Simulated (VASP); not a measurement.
# SiC (P6_3mc) in VASP: single point with PBE

Aim: the single point of SiC with PBE.

Everything below comes from runs of VASP 6.6.1. Logs are shortened: lines on timing, memory, paths and dates and some standing lists are left out, and cuts for length are marked.

### 1 The cell of the first run

The structure is hexagonal, space group P6_3mc (No. 186). Conventional cell: a = 3.094 Å, b = 3.094 Å, c = 10.129 Å, α = 90.00°, β = 90.00°, γ = 120.00°. Si (site symmetry 3m) has 4 C at 1.90 Å within 2.5 Å. Within 2.5 Å of Si (site symmetry 3m) lie 4 C at 1.89 to 1.90 Å. C (site symmetry 3m) has 4 Si at 1.89 to 1.90 Å within 2.5 Å. C (site symmetry 3m) has 4 Si at 1.90 Å within 2.5 Å.

### 2 Single point, PBE

INCAR

```
SYSTEM = SiC
  PREC = Accurate
  ENCUT = 520
  EDIFF = 1E-6
  ISMEAR = 0
  SIGMA = 0.02
  LREAL = .FALSE.
  LASPH = .TRUE.
  NELM = 80
  ALGO = Normal
  ISIF = 2
  LWAVE = .FALSE.
  LCHARG = .TRUE.
  GGA = PE
  LELF = .TRUE.
  LVHAR = .TRUE.
  NBANDS = 26
```

KPOINTS

```
Automatic mesh
0
G
  12 12 4
  0 0 0
```

POSCAR

```
SiC
1.0
    3.0941201827     -0.0000000029      0.0000000000
   -1.5470600888      2.6795866820      0.0000000000
    0.0000000000      0.0000000000     10.1293391947
Si C
4 4
Direct
    0.6666666667      0.3333333333      0.9378441882
    0.3333333333      0.6666666667      0.4378441882
    0.0000000000      0.0000000000      0.6878995562
    0.0000000000      0.0000000000      0.1878995562
    0.6666666667      0.3333333333      0.7498074459
    0.3333333333      0.6666666667      0.2498074459
    0.0000000000      0.0000000000      0.5004478097
    0.0000000000      0.0000000000      0.0004478097
```

Potentials or basis: VASP PAW PBE potentials, release 64 (Si, C).

On the command line:

```console
cat potpaw_PBE.64/Si/POTCAR potpaw_PBE.64/C/POTCAR > POTCAR
mpirun -np 1 vasp_std > vasp.out
```

OUTCAR:

```text
SYSTEM = SiC
   PREC = Accurate
   ENCUT = 520
   EDIFF = 1E-6
   ISMEAR = 0
   LREAL = .FALSE.
   LASPH = .TRUE.
   NELM = 80
   ISIF = 2
   GGA = PE

 ion  position               nearest neighbor table
   1  0.667  0.333  0.938-   8 1.90   8 1.90   8 1.90   5 1.90   3 3.10   3 3.10   3 3.10   4 3.10
                             4 3.10   4 3.10
   2  0.333  0.667  0.438-   7 1.90   7 1.90   7 1.90   6 1.90   4 3.10   4 3.10   4 3.10   3 3.10
                             3 3.10   3 3.10
   3  0.000  0.000  0.688-   5 1.89   5 1.89   5 1.89   7 1.90   1 3.10   1 3.10   1 3.10   2 3.10
                             2 3.10   2 3.10
   4  0.000  0.000  0.188-   6 1.89   6 1.89   6 1.89   8 1.90   2 3.10   2 3.10   2 3.10   1 3.10
                             1 3.10   1 3.10
   5  0.667  0.333  0.750-   3 1.89   3 1.89   3 1.89   1 1.90
   6  0.333  0.667  0.250-   4 1.89   4 1.89   4 1.89   2 1.90
   7  0.000  0.000  0.500-   2 1.90   2 1.90   2 1.90   3 1.90
   8  0.000  0.000  0.000-   1 1.90   1 1.90   1 1.90   4 1.90

  LATTYP: Found a hexagonal cell.
 ALAT       =     3.0941201827
 C/A-ratio  =     3.2737381215

  Lattice vectors:

 A1 = (   3.0941201827,  -0.0000000029,   0.0000000000)
 A2 = (  -1.5470600888,   2.6795866820,   0.0000000000)
 A3 = (   0.0000000000,   0.0000000000,  10.1293391947)

Analysis of symmetry for initial positions (statically):
=====================================================================
 Subroutine PRICEL returns:
 Original cell was already a primitive cell.

 Routine SETGRP: Setting up the symmetry group for a
 hexagonal supercell.

 Subroutine GETGRP returns: Found 12 space group operations
 (whereof  6 operations were pure point group operations)
 out of a pool of 24 trial point group operations.

The static configuration has the point symmetry C_3v.
 The point group associated with its full space group is C_6v.

Analysis of symmetry for dynamics (positions and initial velocities):
=====================================================================
 Subroutine PRICEL returns:
 Original cell was already a primitive cell.

 Routine SETGRP: Setting up the symmetry group for a
 hexagonal supercell.

 Subroutine GETGRP returns: Found 12 space group operations
 (whereof  6 operations were pure point group operations)
 out of a pool of 24 trial point group operations.

The dynamic configuration has the point symmetry C_3v.
 The point group associated with its full space group is C_6v.

 Subroutine INISYM returns: Found 12 space group operations
 (whereof  6 operations are pure point group operations),
 and found     1 'primitive' translations

----------------------------------------------------------------------------------------

                                     Primitive cell

  volume of cell :      83.9820

  direct lattice vectors                    reciprocal lattice vectors
     3.094120183 -0.000000003  0.000000000     0.323193652  0.186595941  0.000000000
    -1.547060089  2.679586682  0.000000000     0.000000000  0.373191883  0.000000000
     0.000000000  0.000000000 10.129339195     0.000000000  0.000000000  0.098723123

  length of vectors
     3.094120183  3.094120183 10.129339195     0.373191883  0.373191883  0.098723123

  position of ions in fractional coordinates (direct lattice)
     0.666666667  0.333333333  0.937844188
     0.333333333  0.666666667  0.437844188
     0.000000000  0.000000000  0.687899556
     0.000000000  0.000000000  0.187899556
     0.666666667  0.333333333  0.749807446
     0.333333333  0.666666667  0.249807446
     0.000000000  0.000000000  0.500447810
     0.000000000  0.000000000  0.000447810

  ion indices of the primitive-cell ions
   primitive index   ion index
                 1           1
                 2           2
                 3           3
                 4           4
                 5           5
                 6           6
                 7           7
                 8           8

----------------------------------------------------------------------------------------

 KPOINTS: Automatic mesh

Automatic generation of k-mesh.
 Grid dimensions read from file:
 generate k-points for:   12   12    4

 Generating k-lattice:

  Cartesian coordinates                     Fractional coordinates (reciprocal lattice)
     0.026932804  0.015549662  0.000000000     0.083333333  0.000000000  0.000000000
     0.000000000  0.031099324  0.000000000     0.000000000  0.083333333  0.000000000
     0.000000000  0.000000000  0.024680781     0.000000000  0.000000000  0.250000000

  Length of vectors
     0.031099324  0.031099324  0.024680781

  Shift w.r.t. Gamma in fractional coordinates (k-lattice)
     0.000000000  0.000000000  0.000000000

 Subroutine IBZKPT returns following result:
 ===========================================

 Found     57 irreducible k-points:

 Following reciprocal coordinates:
            Coordinates               Weight
  0.000000  0.000000  0.000000      1.000000
  0.083333  0.000000  0.000000      6.000000
  0.166667  0.000000  0.000000      6.000000
  0.250000  0.000000  0.000000      6.000000
  0.333333  0.000000  0.000000      6.000000
  0.416667  0.000000  0.000000      6.000000
[... 16 lines left out ...]
  0.250000  0.000000  0.250000     12.000000
  0.333333  0.000000  0.250000     12.000000
 [... further k-points ...]
   k-points           NKPTS =     57   k-points in BZ     NKDIM =     57   number of bands    NBANDS=     26
   number of dos      NEDOS =    301   number of ions     NIONS =      8
   total plane-waves  NPLWV =  46080
   dimension x,y,z NGX =    24 NGY =   24 NGZ =   80
   dimension x,y,z NGXF=    48 NGYF=   48 NGZF=  160
   ions per type =               4   4
   NGX,Y,Z   is equivalent  to a cutoff of  12.90, 12.90, 13.13 a.u.
   NGXF,Y,Z  is equivalent  to a cutoff of  25.79, 25.79, 26.26 a.u.
 SYSTEM =  SiC
   PREC   = accura    normal or accurate (medium, high low for compatibility)
   ISTART =      0    job   : 0-new  1-cont  2-samecut
   ICHARG =      2    charge: 1-file 2-atom 10-const
   ISPIN  =      1    spin polarized calculation?
   LNONCOLLINEAR =      F non collinear calculations
   LSORBIT =      F    spin-orbit coupling
   LASPH  =      T    aspherical Exc in radial PAW
   ENCUT  =  520.0 eV  38.22 Ry    6.18 a.u.   5.75  5.75 18.83*2*pi/ulx,y,z
   NELM   =     80;   NELMIN=  2; NELMDL= -5     # of ELM steps
   EDIFF  = 0.1E-05   stopping-criterion for ELM
   LREAL  =      F    real-space projection
   EDIFFG = 0.1E-04   stopping-criterion for IOM
   NSW    =      0    number of steps for IOM
   IBRION =     -1    ionic relax: 0-MD 1-quasi-New 2-CG
   NFREE  =      0    steps in history (QN), initial steepest desc. (CG)
   ISIF   =      2    stress and relaxation
   ISYM   =      2    0-nonsym 1-usesym 2-fastsym
   POTIM  = 0.5000    time-step for ionic-motion
   TEBEG  =    0.0;   TEEND  =   0.0 temperature during run
   PSTRESS=    0.0 pullay stress
   NELECT =      32.0000    total number of electrons
   NUPDOWN=      -1.0000    fix difference up-down
   EMIN   =  10.00;   EMAX   =-10.00  energy-range for DOS
   EFERMI =   0.00;   METHOD = LEGACY
   ISMEAR =     0;   SIGMA  =   0.02  broadening in eV -4-tet -1-fermi 0-gaus
   EFERMI_NEDOS =   21; number of points for ismear=-14 and -15
   IALGO  =     38    algorithm
   IMIX   =      4    mixing-type and parameters
     AMIX     =   0.40;   BMIX     =  1.00
     AMIX_MAG =   1.60;   BMIX_MAG =  1.00
  volume/ion in A,a.u.               =      10.50        70.84
  Fermi-wavevector in a.u.,A,eV,Ry     =   1.186851  2.242823 19.165368  1.408615
  Thomas-Fermi vector in A             =   2.323015
   LORBIT       =      0    0 simple, 1 ext, 2 COOP (PROOUT), +10 PAW based schemes
   GGA     = PE    functional components
   LHFCALC =     F    Hartree Fock is set to
   AEXX    =    0.0000 exact exchange contribution
   IVDW    =     0    specifies the selected vdW correction
   LEPSILON=     F    determine dielectric tensor
   LRPA    =     F    only Hartree local field effects (RPA)
 non-spin polarized calculation
 Gauss-broadening in eV      SIGMA  =   0.02
  energy-cutoff  :      520.00
  volume of cell :       83.98
 maximum number of plane-waves:      2280
 NGX is ok and might be reduce to    24
   NGX = 11   NGY = 11   NGZ = 37

 number of electron      32.0000001 magnetization

 Free energy of the ion-electron system (eV)
  ---------------------------------------------------
  ext. energy  EPLUGINS =         0.00000000
  ---------------------------------------------------
  free energy    TOTEN  =       -60.24903482 eV

  energy without entropy =      -60.24903482  energy(sigma->0) =      -60.24903482

 E-fermi :   8.1021     XC(G=0): -11.2898

 val. band max:        8.0107861233   @ k =   0.0000   0.0000   0.0000
 cond. band min:      10.2336841533   @ k =   0.5000   0.0000   0.0000
 fundamental gap:      2.2228980300
 Fermi energy:         8.1021382383

 k-point     1 :       0.0000    0.0000    0.0000
  band No.  band energies     occupation
      1      -7.3547      2.00000
      2      -6.1916      2.00000
      3      -6.1559      2.00000
      4      -3.8427      2.00000
      5      -0.5168      2.00000
      6       3.6583      2.00000
[... 18 lines left out ...]
     25      15.2995      0.00000
     26      15.9843      0.00000

 k-point     2 :       0.0833    0.0000    0.0000
  band No.  band energies     occupation
      1      -7.2355      2.00000
      2      -6.0764      2.00000
      3      -6.0401      2.00000
      4      -3.7420      2.00000
      5      -0.4081      2.00000
      6       3.6940      2.00000
[... 18 lines left out ...]
     25      15.3645      0.00000
     26      15.8702      0.00000

 k-point     3 :       0.1667    0.0000    0.0000
  band No.  band energies     occupation
      1      -6.8809      2.00000
      2      -5.7350      2.00000
      3      -5.6967      2.00000
      4      -3.4491      2.00000
      5      -0.0921      2.00000
      6       3.6663      2.00000
[... 18 lines left out ...]
     25      15.9232      0.00000
     26      16.0985      0.00000

 k-point     4 :       0.2500    0.0000    0.0000
  band No.  band energies     occupation
      1      -6.3017      2.00000
      2      -5.1830      2.00000
      3      -5.1406      2.00000
      4      -3.0018      2.00000
      5       0.3792      2.00000
      6       2.7602      2.00000
[... 18 lines left out ...]
     25      16.4146      0.00000
     26      16.9674      0.00000

 k-point     5 :       0.3333    0.0000    0.0000
  band No.  band energies     occupation
      1      -5.5236      2.00000
      2      -4.4626      2.00000
      3      -4.4106      2.00000
      4      -2.5201      2.00000
      5       0.6830      2.00000
      6       1.4129      2.00000
[... 18 lines left out ...]
     25      16.6043      0.00000
     26      16.9232      0.00000

 k-point     6 :       0.4167    0.0000    0.0000
  band No.  band energies     occupation
      1      -4.6205      2.00000
      2      -3.7176      2.00000
      3      -3.6291      2.00000
      4      -2.3479      2.00000
      5       0.0388      2.00000
      6       0.3854      2.00000
[... 427 lines left out ...]
 k-point    21 :       0.0833    0.0000    0.2500
  band No.  band energies     occupation
      1      -7.1602      2.00000
      2      -6.5654      2.00000
      3      -5.4323      2.00000
      4      -4.0625      2.00000
      5       0.0324      2.00000
      6       2.3310      2.00000
[... 18 lines left out ...]
     25      15.4108      0.00000
     26      15.8068      0.00000

 k-point    22 :       0.1667    0.0000    0.2500
  band No.  band energies     occupation
      1      -6.8063      2.00000
      2      -6.2173      2.00000
      3      -5.0984      2.00000
      4      -3.7580      2.00000
      5       0.3264      2.00000
      6       2.4836      2.00000
[... 18 lines left out ...]
     25      15.9690      0.00000
     26      16.1654      0.00000

 k-point    23 :       0.2500    0.0000    0.2500
  band No.  band energies     occupation
      1      -6.2284      2.00000
      2      -5.6513      2.00000
      3      -4.5624      2.00000
      4      -3.2860      2.00000
      5       0.7334      2.00000
      6       2.3360      2.00000
[... 18 lines left out ...]
     25      16.6644      0.00000
     26      17.0061      0.00000

 k-point    24 :       0.3333    0.0000    0.2500
  band No.  band energies     occupation
      1      -5.4531      2.00000
      2      -4.9007      2.00000
      3      -3.8772      2.00000
      4      -2.7491      2.00000
      5       0.7802      2.00000
      6       1.3091      2.00000
[... 18 lines left out ...]
     25      16.5312      0.00000
     26      17.1653      0.00000

 [... further k-points ...]
[... 5 lines left out ...]
  --------------------------------------------------------------------------------------
  -------------------------------------------------------------------------------------
  Total       -0.0270358     -0.0270358     -0.0234730     -0.0000000      0.0000000      0.0000000
  in kB       -0.5157789     -0.5157789     -0.4478087     -0.0000000      0.0000000      0.0000000
  external PRESSURE =      -0.4931222 kB  Pullay stress =       0.0000000 kB

 VOLUME and BASIS-vectors are now :
 -----------------------------------------------------------------------------
  energy-cutoff  :      520.00
  volume of cell :       83.98
      direct lattice vectors                 reciprocal lattice vectors
     3.094120183 -0.000000003  0.000000000     0.323193652  0.186595941  0.000000000
    -1.547060089  2.679586682  0.000000000     0.000000000  0.373191883  0.000000000
     0.000000000  0.000000000 10.129339195     0.000000000  0.000000000  0.098723123

 POSITION                                       TOTAL-FORCE (eV/Angst)
 -----------------------------------------------------------------------------------
      1.54706      0.89320      9.49974        -0.000000      0.000000      0.001145
      0.00000      1.78639      4.43507         0.000000     -0.000000      0.001145
      0.00000      0.00000      6.96797        -0.000000      0.000000     -0.001267
      0.00000      0.00000      1.90330        -0.000000     -0.000000     -0.001267
      1.54706      0.89320      7.59505         0.000000     -0.000000     -0.000125
      0.00000      1.78639      2.53038        -0.000000      0.000000     -0.000125
      0.00000      0.00000      5.06921        -0.000000      0.000000      0.000246
      0.00000      0.00000      0.00454         0.000000     -0.000000      0.000246
 -----------------------------------------------------------------------------------
    total drift:                                0.000000      0.000000     -0.000926

  FREE ENERGIE OF THE ION-ELECTRON SYSTEM (eV)
  ---------------------------------------------------
  free  energy   TOTEN  =       -60.2490348162 eV

  energy  without entropy=      -60.2490348162  energy(sigma->0) =      -60.24903482
```

Run time: 41 s. Hardware: 1 thread of Intel Xeon 6975P-C (Granite Rapids), shared host; peak memory 0.24 GiB.

What came out:

```yaml
Free_energy: -60.2490 eV
Pressure: 0.0 GPa
Band_gap_on_the_k_mesh: 2.22 eV, indirect (least direct gap 3.34 eV)
```
